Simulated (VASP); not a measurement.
Set up this calculation in VASP 6.6.1, as the native input.

- Task: single point
- Functional: LDA
- Potentials or basis: VASP PAW LDA potentials, release 64 (Ti_sv, Ni)
- Cutoff: 520 eV
- k mesh: 12 × 12 × 9
- Occupations: fermi-dirac, width 0.08 eV
- Spin: collinear spin, ferromagnetic start
- Starting moments: [0.4, 0.4] μB
- Fixed moment: 0.8 μB
- Dipole correction: no
- Further INCAR settings: ALGO = Normal; EDIFF = 1e-07; NBANDS = 22

The structure of TiNi lies in POSCAR:

```
TiNi
1.0
    2.7358030000      0.0000000000      0.0000000000
    0.0000000000      2.7358030000      0.0000000000
    0.0000000000      0.0000000000      3.5814100000
Ti Ni
1 1
Direct
    0.5000000000      0.5000000000      0.5000000000
    0.0000000000      0.0000000000      0.0000000000
```

These files were run (other wordings do the same):

INCAR

```
SYSTEM = TiNi
PREC = Accurate ; ENCUT = 520
EDIFF = 1E-7 ; ISMEAR = -1
SIGMA = 0.08 ; LREAL = .FALSE.
LASPH = .TRUE. ; NELM = 150
ALGO = Normal ; ISIF = 2
LWAVE = .FALSE. ; LCHARG = .FALSE.
ISPIN = 2 ; MAGMOM = 0.4 0.4
LORBIT = 11 ; NUPDOWN = 0.8
LMAXMIX = 4 ; NBANDS = 22
```

KPOINTS

```
Automatic mesh
0
G
  12 12 9
  0 0 0
```

Potentials or basis: VASP PAW LDA potentials, release 64 (Ti_sv, Ni).

The run is started by

```bash
$ cat potpaw_LDA.64/Ti_sv/POTCAR potpaw_LDA.64/Ni/POTCAR > POTCAR
$ mpirun -np 1 vasp_std > vasp.out
```

It gave:

The pressure is -10.8 GPa. The net moment is 0.80 μB per cell, the site moments are Ti +0.46; Ni +0.23 μB and the valence electrons inside the program's atomic spheres are Ti 10.33; Ni 9.35.

Caveat: the cell stands under tension; the total moment is fixed, so each spin has its own Fermi level and the state may be an excited one.

Wall time 65 s on 1 thread of Intel(R) Xeon(R) 6975P-C (Granite Rapids), on a shared host, peak memory 0.22 GiB.
